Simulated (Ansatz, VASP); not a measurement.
## MgO: VASP beside Ansatz

The input INCAR:

```
SYSTEM = MgO
  PREC = Accurate
  ENCUT = 520
  EDIFF = 1E-7
  ISMEAR = -1
  SIGMA = 0.02
  LREAL = .FALSE.
  LASPH = .TRUE.
  NELM = 60
  ALGO = Normal
  ISIF = 2
  LWAVE = .FALSE.
  LCHARG = .FALSE.
  GGA = PE
  NBANDS = 11
```

File KPOINTS:

```
Automatic mesh
0
G
  10 10 10
  0 0 0
```

POSCAR

```
MgO
1.0
    0.0000000000      2.1021674155      2.1862541121
    2.1021674155      0.0000000000      2.1862541121
    2.1021674155      2.1021674155      0.0000000000
Mg O
1 1
Direct
    0.0000000000      0.0000000000      0.0000000000
    0.5000000000      0.5000000000      0.5000000000
```

Input for Ansatz:

```yaml
crystal:
  lattice:
    - [0.0, 2.1021674155, 2.1862541121]
    - [2.1021674155, 0.0, 2.1862541121]
    - [2.1021674155, 2.1021674155, 0.0]
  atoms:
    - { symbol: Mg, position: [0.0, 0.0, 0.0] }
    - { symbol: O, position: [0.5, 0.5, 0.5] }
kpoints:
  mp_grid: { grid: [10, 10, 10] }
  band_path:
    path:
      - [0.0, 0.0, 0.0]
      - [0.5, 0.0, 0.5]
      - [0.625, 0.25, 0.625]
      - [0.375, 0.375, 0.75]
      - [0.5, 0.5, 0.5]
      - [0.5, 0.25, 0.75]
    npoints: 1
hamiltonian:
  xc: pbe
scf:
  occupations: { method: fermi_dirac, width: 0.02 }
  n_extra_bands: 4
output:
  forces: true
  stress: true
  eigenvalues: true
  write_density: true
  write_potential: true
  elf: true
  volumetric_format: npy
```

Change from the starting cell: uniaxial_z strain +4.0%.

Alike in both runs: task single point; functional PBE; k mesh 10 × 10 × 10; occupations fermi-dirac, width 0.02 eV; no spin polarisation.

|  | VASP | Ansatz |
| --- | --- | --- |
| version | VASP 6.6.1 | Ansatz 0.2.0 |
| potentials or method | VASP PAW PBE potentials, release 64 (Mg, O) | plane waves, PAW |
| plane-wave cutoff (eV) | 520 | 420 |
| valence electrons in the cell | 8 | 16 |

|  | VASP | Ansatz | Ansatz less VASP |
| --- | --- | --- | --- |
| gap on the k mesh at the Fermi level (eV) | 4.34 | 4.36 | +0.020 |
| pressure (GPa) | -0.9 | -0.2 | +0.75 |
| traceless stress, the component that is largest in VASP (GPa) | -4.25 | -4.23 | +0.021 |

VASP's potentials hold 8 valence electrons a cell and Ansatz's 16, so a difference there can come from the potentials and not from the codes.
